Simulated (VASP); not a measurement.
# Sn (Im-3m) in VASP: relaxation of cell and atoms with PBE

Aim: the relaxation of cell and atoms of Sn with PBE.

All numbers are computed with VASP 6.6.1; they aren't measurements. Logs are shortened: lines on timing, memory, paths and dates and some standing lists are left out, and cuts for length are marked.

### Step 1. The cell of the first run

Symmetry: Im-3m, No. 229, cubic system. Conventional cell: a = 3.808 Å, b = 3.808 Å, c = 3.808 Å, α = 90.00°, β = 90.00°, γ = 90.00°. Within 4.3 Å of Sn (site symmetry m-3m) lie 14 Sn at 3.30 to 3.81 Å.

This isn't the form of Sn at room conditions, which is tetragonal (white tin).

### Step 2. Relaxation of cell and atoms, PBE, non-collinear spin, zero start, spin-orbit coupling

File INCAR:

```
SYSTEM = Sn
ALGO = Normal
EDIFF = 1E-6
EDIFFG = -0.005
ENCUT = 600
GGA = PE
GGA_COMPAT = .FALSE.
IBRION = 2
ISIF = 3
ISMEAR = -1
LASPH = .TRUE.
LCHARG = .FALSE.
LORBIT = 11
LORBMOM = .TRUE.
LREAL = .FALSE.
LSORBIT = .TRUE.
LWAVE = .FALSE.
MAGMOM = 0 0 0
NELM = 150
NSW = 45
PREC = Accurate
SIGMA = 0.05
```

File KPOINTS:

```
k-points
0
G
  15 15 15
  0 0 0
```

File POSCAR:

```
Sn
1.0
   -1.9040822162      1.9040822162      1.9040822162
    1.9040822162     -1.9040822162      1.9040822162
    1.9040822162      1.9040822162     -1.9040822162
Sn
1
Direct
    0.0000000000      0.0000000000      0.0000000000
```

Potentials or basis: VASP PAW PBE potentials, release 64 (Sn_d).

Run with:

```bash
$ cat potpaw_PBE.64/Sn_d/POTCAR > POTCAR
$ mpirun -np 1 vasp_ncl > vasp.out
```

OUTCAR:

```text
SYSTEM = Sn
   EDIFF = 1E-6
   EDIFFG = -0.005
   ENCUT = 600
   GGA = PE
   IBRION = 2
   ISIF = 3
   ISMEAR = -1
   LASPH = .TRUE.
   LORBIT = 11
   LREAL = .FALSE.
   LSORBIT = .TRUE.
   NELM = 150
   NSW = 45
   PREC = Accurate

 ion  position               nearest neighbor table
   1  0.000  0.000  0.000-

  LATTYP: Found a body centered cubic cell.
 ALAT       =     3.8081644324

  Lattice vectors:

 A1 = (  -1.9040822162,   1.9040822162,   1.9040822162)
 A2 = (   1.9040822162,  -1.9040822162,   1.9040822162)
 A3 = (   1.9040822162,   1.9040822162,  -1.9040822162)

Analysis of symmetry for initial positions (statically):
=====================================================================
 Subroutine PRICEL returns:
 Original cell was already a primitive cell.

 Routine SETGRP: Setting up the symmetry group for a
 body centered cubic supercell.

 Subroutine GETGRP returns: Found 48 space group operations
 (whereof 48 operations were pure point group operations)
 out of a pool of 48 trial point group operations.

The static configuration has the point symmetry O_h .

Analysis of symmetry for dynamics (positions and initial velocities):
=====================================================================
 Subroutine PRICEL returns:
 Original cell was already a primitive cell.

 Routine SETGRP: Setting up the symmetry group for a
 body centered cubic supercell.

 Subroutine GETGRP returns: Found 48 space group operations
 (whereof 48 operations were pure point group operations)
 out of a pool of 48 trial point group operations.

The dynamic configuration has the point symmetry O_h .

Analysis of structural, dynamic, and magnetic symmetry:
=====================================================================
 Subroutine PRICEL returns:
 Original cell was already a primitive cell.

 Routine SETGRP: Setting up the symmetry group for a
 body centered cubic supercell.

 Subroutine GETGRP returns: Found 48 space group operations
 (whereof 48 operations were pure point group operations)
 out of a pool of 48 trial point group operations.

The overall configuration has the point symmetry O_h .

 Subroutine INISYM returns: Found 48 space group operations
 (whereof 48 operations are pure point group operations),
 and found     1 'primitive' translations

----------------------------------------------------------------------------------------

                                     Primitive cell

  volume of cell :      27.6132

  direct lattice vectors                    reciprocal lattice vectors
    -1.904082216  1.904082216  1.904082216     0.000000000  0.262593703  0.262593703
     1.904082216 -1.904082216  1.904082216     0.262593703  0.000000000  0.262593703
     1.904082216  1.904082216 -1.904082216     0.262593703  0.262593703  0.000000000

  length of vectors
     3.297967140  3.297967140  3.297967140     0.371363576  0.371363576  0.371363576

  position of ions in fractional coordinates (direct lattice)
     0.000000000  0.000000000  0.000000000

  ion indices of the primitive-cell ions
   primitive index   ion index
                 1           1

----------------------------------------------------------------------------------------

 KPOINTS: k-points

Automatic generation of k-mesh.
 Grid dimensions read from file:
 generate k-points for:   15   15   15

 Generating k-lattice:

  Cartesian coordinates                     Fractional coordinates (reciprocal lattice)
     0.000000000  0.017506247  0.017506247     0.066666667  0.000000000  0.000000000
     0.017506247  0.000000000  0.017506247     0.000000000  0.066666667  0.000000000
     0.017506247  0.017506247  0.000000000     0.000000000  0.000000000  0.066666667
[... 51 lines left out ...]
   ISPIN  =      1    spin polarized calculation?
   LNONCOLLINEAR =      T non collinear calculations
   LSORBIT =      T    spin-orbit coupling
   LASPH  =      T    aspherical Exc in radial PAW
   ENCUT  =  600.0 eV  44.10 Ry    6.64 a.u.   6.59  6.59  6.59*2*pi/ulx,y,z
   NELM   =    150;   NELMIN=  2; NELMDL= -5     # of ELM steps
   EDIFF  = 0.1E-05   stopping-criterion for ELM
   LREAL  =      F    real-space projection
   EDIFFG = -.5E-02   stopping-criterion for IOM
   NSW    =     45    number of steps for IOM
   IBRION =      2    ionic relax: 0-MD 1-quasi-New 2-CG
   NFREE  =      1    steps in history (QN), initial steepest desc. (CG)
   ISIF   =      3    stress and relaxation
   ISYM   =      2    0-nonsym 1-usesym 2-fastsym
   POTIM  = 0.5000    time-step for ionic-motion
   TEBEG  =    0.0;   TEEND  =   0.0 temperature during run
   PSTRESS=    0.0 pullay stress
   NELECT =      14.0000    total number of electrons
   NUPDOWN=      -1.0000    fix difference up-down
   EMIN   =  10.00;   EMAX   =-10.00  energy-range for DOS
   EFERMI =   0.00;   METHOD = LEGACY
   ISMEAR =    -1;   SIGMA  =   0.05  broadening in eV -4-tet -1-fermi 0-gaus
   EFERMI_NEDOS =   21; number of points for ismear=-14 and -15
   IALGO  =     38    algorithm
   IMIX   =      4    mixing-type and parameters
     AMIX     =   0.40;   BMIX     =  1.00
     AMIX_MAG =   1.60;   BMIX_MAG =  1.00
  volume/ion in A,a.u.               =      27.61       186.34
  Fermi-wavevector in a.u.,A,eV,Ry     =   1.305405  2.466857 23.185433  1.704081
  Thomas-Fermi vector in A             =   2.436276
   LORBIT       =     11    0 simple, 1 ext, 2 COOP (PROOUT), +10 PAW based schemes
   GGA     = PE    functional components
   LHFCALC =     F    Hartree Fock is set to
   AEXX    =    0.0000 exact exchange contribution
   IVDW    =     0    specifies the selected vdW correction
   LEPSILON=     F    determine dielectric tensor
   LRPA    =     F    only Hartree local field effects (RPA)
 conjugate gradient relaxation of ions
  energy-cutoff  :      600.00
  volume of cell :       27.61
 maximum number of plane-waves:      1894
   NGX = 13   NGY = 13   NGZ = 13

 number of electron      14.0000000 magnetization       0.0000000      0.0000000      0.0000000

 number of electron      13.9999996 magnetization       0.0000000     -0.0000000     -0.0000000

 number of electron      13.9999996 magnetization      -0.0000000      0.0000000      0.0000000

 Free energy of the ion-electron system (eV)
  ---------------------------------------------------
  ext. energy  EPLUGINS =         0.00000000
  ---------------------------------------------------
  free energy    TOTEN  =        -3.82795189 eV

  energy without entropy =       -3.82185491  energy(sigma->0) =       -3.82490340

 E-fermi :   7.8971     XC(G=0): -10.2925

 val. band max:        7.8885260609   @ k =   0.2667   0.0667   0.0000
 cond. band min:       7.9060149366   @ k =   0.2000   0.1333   0.0667
 fundamental gap:      0.0174888756
 Fermi energy:         7.8970850463

 k-point     1 :       0.0000    0.0000    0.0000
  band No.  band energies     occupation
      1     -14.2211      1.00000
      2     -14.2211      1.00000
      3     -14.2211      1.00000
      4     -14.2211      1.00000
      5     -13.2397      1.00000
      6     -13.2397      1.00000
[... 589 lines left out ...]
     21      20.4647      0.00000
     22      20.4647      0.00000

 [... further k-points ...]

------------------------ aborting loop because EDIFF is reached ----------------------------------------

  FORCE on cell =-STRESS in cart. coord.  units (eV):
  Direction    XX          YY          ZZ          XY          YZ          ZX
  --------------------------------------------------------------------------------------
  -------------------------------------------------------------------------------------
  Total       -0.0034788     -0.0034788     -0.0034788      0.0000000      0.0000000      0.0000000
  in kB       -0.2018498     -0.2018498     -0.2018498      0.0000000      0.0000000      0.0000000
  external PRESSURE =      -0.2018498 kB  Pullay stress =       0.0000000 kB

 VOLUME and BASIS-vectors are now :
 -----------------------------------------------------------------------------
  energy-cutoff  :      600.00
  volume of cell :       27.61
      direct lattice vectors                 reciprocal lattice vectors
    -1.904082216  1.904082216  1.904082216     0.000000000  0.262593703  0.262593703
     1.904082216 -1.904082216  1.904082216     0.262593703  0.000000000  0.262593703
     1.904082216  1.904082216 -1.904082216     0.262593703  0.262593703  0.000000000

 POSITION                                       TOTAL-FORCE (eV/Angst)
 -----------------------------------------------------------------------------------
      0.00000      0.00000      0.00000        -0.000000     -0.000000     -0.000000
 -----------------------------------------------------------------------------------
    total drift:                               -0.000000     -0.000000     -0.000000

  FREE ENERGIE OF THE ION-ELECTRON SYSTEM (eV)
  ---------------------------------------------------
  free  energy   TOTEN  =        -3.8279518899 eV

  energy  without entropy=       -3.8218549141  energy(sigma->0) =       -3.82490340

 reached required accuracy - stopping structural energy minimisation

 orbital moment (x)

 # of ion     p       d       tot
 ----------------------------------------
  1         0.000  -0.000   0.000
 ----------------------------------------
            0.000  -0.000   0.000

 orbital moment (y)

 # of ion     p       d       tot
 ----------------------------------------
  1        -0.000   0.000  -0.000
 ----------------------------------------
           -0.000   0.000  -0.000

 orbital moment (z)

 # of ion     p       d       tot
 ----------------------------------------
  1         0.000  -0.000  -0.000
 ----------------------------------------
            0.000  -0.000  -0.000

 Spin-Orbit-Coupling matrix elements

 Ion:    1  E_soc:     -0.1089671
 l=   1
     0.0000000    -0.0120201    -0.0120201
    -0.0120201     0.0000000    -0.0120201
    -0.0120201    -0.0120201     0.0000000
 l=   2
     0.0000000    -0.0012223     0.0000000    -0.0012223    -0.0049189
    -0.0012223     0.0000000    -0.0036892    -0.0012223    -0.0012297
     0.0000000    -0.0036892     0.0000000    -0.0036892     0.0000000
    -0.0012223    -0.0012223    -0.0036892     0.0000000    -0.0012297
    -0.0049189    -0.0012297     0.0000000    -0.0012297     0.0000000
 l=   3
     0.0000000     0.0000000     0.0000000     0.0000000     0.0000000     0.0000000     0.0000000
     0.0000000     0.0000000     0.0000000     0.0000000     0.0000000     0.0000000     0.0000000
     0.0000000     0.0000000     0.0000000     0.0000000     0.0000000     0.0000000     0.0000000
     0.0000000     0.0000000     0.0000000     0.0000000     0.0000000     0.0000000     0.0000000
     0.0000000     0.0000000     0.0000000     0.0000000     0.0000000     0.0000000     0.0000000
     0.0000000     0.0000000     0.0000000     0.0000000     0.0000000     0.0000000     0.0000000
     0.0000000     0.0000000     0.0000000     0.0000000     0.0000000     0.0000000     0.0000000

 total charge

# of ion       s       p       d       tot
------------------------------------------
    1        1.290   0.881   9.970  12.142

 magnetization (x)

# of ion       s       p       d       tot
------------------------------------------
    1       -0.000  -0.000   0.000  -0.000

 magnetization (y)

# of ion       s       p       d       tot
------------------------------------------
    1       -0.000   0.000  -0.000  -0.000

 magnetization (z)

# of ion       s       p       d       tot
------------------------------------------
    1       -0.000  -0.000   0.000  -0.000
```

Wall time 64 s (1 thread of Intel Xeon 6975P-C (Granite Rapids), shared host); peak memory 0.31 GiB.

What came out:

```yaml
Free_energy: -3.8280 eV
Pressure_after_relaxing: 0.0 GPa
Net_moment: 0.00 μB per cell
Valence_electrons_inside_the_program's_atomic_spheres: Sn 12.14
```

Final structure:
```cif
data_structure
_symmetry_space_group_name_H-M 'P 1'
_symmetry_Int_Tables_number 1
_cell_length_a 3.2980
_cell_length_b 3.2980
_cell_length_c 3.2980
_cell_angle_alpha 109.471
_cell_angle_beta 109.471
_cell_angle_gamma 109.471
_cell_volume 27.61
loop_
_atom_site_label
_atom_site_type_symbol
_atom_site_fract_x
_atom_site_fract_y
_atom_site_fract_z
_atom_site_occupancy
Sn1 Sn 0.00000 0.00000 0.00000 1
```

Moments on the atoms (μB; x, y, z):
```
Sn  0.00 0.00 0.00
```
